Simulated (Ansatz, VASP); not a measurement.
# SrTa: VASP beside Ansatz

File INCAR:

```
  PREC = Accurate
  ENCUT = 600
  EDIFF = 1E-6
  ISMEAR = 0
  SIGMA = 0.1
  LREAL = False
  LASPH = True
  NELM = 100
  ALGO = Fast
  ISIF = 3
  LWAVE = False
  LCHARG = False
  GGA = PE
  IBRION = 2
  NSW = 100
  EDIFFG = -0.01
```

The input KPOINTS:

```
Automatic mesh
0
Gamma
  14 14 14
```

Contents of POSCAR:

```
SrTa
1.0
    3.8102250406      0.0000000000      0.0000000000
    0.0000000000      3.8102250406      0.0000000000
    0.0000000000      0.0000000000      3.8102250406
Sr Ta
1 1
Direct
    0.0000000000      0.0000000000      0.0000000000
    0.5000000000      0.5000000000      0.5000000000
```

Input for Ansatz:

```yaml
crystal:
  lattice:
    - [3.8102250406, 0.0, 0.0]
    - [0.0, 3.8102250406, 0.0]
    - [0.0, 0.0, 3.8102250406]
  atoms:
    - { symbol: Sr, position: [0.0, 0.0, 0.0] }
    - { symbol: Ta, position: [0.5, 0.5, 0.5] }
basis:
  ecutwfc: 420
kpoints:
  mp_grid: { grid: [14, 14, 14] }
hamiltonian:
  xc: pbe
scf:
  occupations: { method: gaussian, width: 0.1 }
output:
  forces: true
  stress: true
  eigenvalues: true
relax:
  adjacent_minimum: "off"
  f_tol: 0.01
  max_steps: 80
  cell: { stress_tol: 0.05 }
```

Alike in both runs: task relaxation of cell and atoms; functional PBE; k mesh 14 × 14 × 14; occupations gaussian, width 0.1 eV; no spin polarisation.

|  | VASP | Ansatz |
| --- | --- | --- |
| version | VASP 6.6.1 | Ansatz 0.2.0 |
| potentials or method | VASP PAW PBE potentials, release 64 (Sr_sv, Ta_pv), cutoff 600 eV | scalar-relativistic, plane waves, PAW |
| valence electrons in the cell | 21 | 23 |

|  | VASP | Ansatz | Ansatz less VASP |
| --- | --- | --- | --- |
| gap on the k mesh at the Fermi level, each at its own relaxed structure (eV) | none | none | - |
| relaxed volume (Å³/atom) | 27.73 | 27.66 | -0.069 |
| relaxed length of the cell vector where the two differ most in proportion (Å) | 3.813 | 3.810 | -0.0032 |

A gap of «none» marks a metal or a gap that the smearing closes. VASP's potentials hold 21 valence electrons a cell and Ansatz's 23, so a difference there can come from the potentials and not from the codes.

Spin-orbit coupling is off throughout.
